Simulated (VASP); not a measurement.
Set up this calculation in VASP 6.6.1, as the native input.

* Task: single point
* Functional: PBE
* Potentials or basis: VASP PAW PBE potentials, release 64 (Zn, O_h)
* Cutoff: 910 eV
* k mesh: 12 × 12 × 8
* Occupations: gaussian, width 0.05 eV
* Spin: no spin polarisation
* Dipole correction: no
* Further INCAR settings: ALGO = Normal; EDIFF = 1e-06; NBANDS = 26

The structure of ZnO lies in POSCAR:

```
ZnO
1.0
    3.2419720692      0.0000000000      0.0000000000
   -1.6209860346      2.8076301703      0.0000000000
    0.0000000000      0.0000000000      5.2292945996
Zn O
2 2
Direct
    0.3333333333      0.6666666667      0.4999246585
    0.6666666667      0.3333333333     -0.0000753415
    0.6666666667      0.3333333333      0.3790853415
    0.3333333333      0.6666666667      0.8790853415
```

These files were run (other wordings do the same):

INCAR

```
SYSTEM = ZnO
PREC = Accurate ; ENCUT = 910
EDIFF = 1E-6 ; ISMEAR = 0
SIGMA = 0.05 ; LREAL = .False.
LASPH = .True. ; NELM = 120
ALGO = Normal ; ISIF = 2
LWAVE = .False. ; LCHARG = .True.
GGA = PE ; LELF = .True.
LVHAR = .True. ; NBANDS = 26
GGA_COMPAT = .False.
```

KPOINTS

```
Automatic mesh
0
Gamma
  12 12 8
  0 0 0
```

Potentials or basis: VASP PAW PBE potentials, release 64 (Zn, O_h).

Launch:

```console
$ cat potpaw_PBE.64/Zn/POTCAR potpaw_PBE.64/O_h/POTCAR > POTCAR
$ mpirun -np 1 vasp_std > vasp.out
```

Results of the run:

```
Pressure               : 5.7 GPa
Band gap on the k mesh : 0.78 eV
```

Caveat: the cutoff is under 1.25 times the usual one of these potentials, so pressure, stress and relaxed cells hold a basis-set (Pulay) error; the cell stands under pressure.

Run time: 110 s on 1 thread of Intel(R) Xeon(R) 6975P-C (Granite Rapids), on a shared host, peak memory 0.38 GiB.
